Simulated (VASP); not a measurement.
C, a slab with vacuum:

```
C
1.0
     2.45617    0.00000    0.00000
    -1.22809    2.12711    0.00000
     0.00000    0.00000    8.52380
C
2
Direct
  0.33333 0.66667 0.00000
  0.66667 0.33333 0.00000
```

Base run:

- Program: VASP 6.6.1
- Functional: PBEsol
- Potentials or basis: VASP PAW PBE potentials, release 64 (C)
- Cutoff: 600 eV
- k mesh: 10 × 10 × 3
- Occupations: fermi-dirac, width 0.05 eV
- Spin: no spin polarisation

Its results: band gap on the k mesh 2.06 eV, direct.

Task: The run is repeated on the same cell with these changes: k mesh from 10 × 10 × 3 to 13 × 13 × 4. What comes out?

Result: Band gap on the k mesh 1.56 eV, direct.

A k mesh can miss the band edges.
